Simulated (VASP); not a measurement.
Wanted: the native input for a VASP 6.6.1 run.

```yaml
Task: single point
Functional: LDA
Potentials_or_basis: VASP PAW LDA potentials, release 64 (Cu_sv_GW)
Cutoff: 820 eV
k_mesh: 24 × 24 × 24
Occupations: gaussian, width 0.15 eV
Spin: no spin polarisation
Dipole_correction: no
Further_INCAR_settings: ALGO = Normal; EDIFF = 1e-06; NBANDS = 16
```

The structure of Cu lies in POSCAR:

```
Cu
1.0
   -1.4366482622      1.4366482622      1.2708590527
    1.4366482622     -1.4366482622      1.2708590527
    1.4366482622      1.4366482622     -1.2708590527
Cu
1
Direct
    0.0000000000      0.0000000000      0.0000000000
```

These files were run (other wordings do the same):

INCAR

```
SYSTEM = Cu
PREC     = Accurate       ! precision mode
ENCUT    = 820            ! plane-wave cutoff, eV
EDIFF    = 1E-6           ! SCF threshold, eV
ISMEAR   = 0              ! smearing method
SIGMA    = 0.15           ! smearing width, eV
LREAL    = .False.        ! projectors in reciprocal space
LASPH    = .True.         ! aspherical terms in the spheres
NELM     = 120            ! most SCF steps
ALGO     = Normal         ! electronic algorithm
ISIF     = 2              ! what is computed and relaxed
LWAVE    = .False.        ! write WAVECAR
LCHARG   = .True.         ! write CHGCAR
LELF     = .True.         ! ELF
LVHAR    = .True.       
NBANDS   = 16             ! bands
GGA_COMPAT= .False.
```

KPOINTS

```
Automatic mesh
0
Gamma
  24 24 24
  0 0 0
```

Potentials or basis: VASP PAW LDA potentials, release 64 (Cu_sv_GW).

Run with:

```bash
$ cat potpaw_LDA.64/Cu_sv_GW/POTCAR > POTCAR
$ mpirun -np 1 vasp_std > vasp.out
```

It gave:

- Pressure: 8.1 GPa
- Band gap on the k mesh: zero (an odd number of electrons rules out a gap without spin polarisation)

Caveat: the cell stands under pressure.

Wall time 2.7 min on 1 thread of AMD EPYC 9R45 96-Core Processor (Zen 5), with other jobs on the host, peak memory 0.47 GiB.
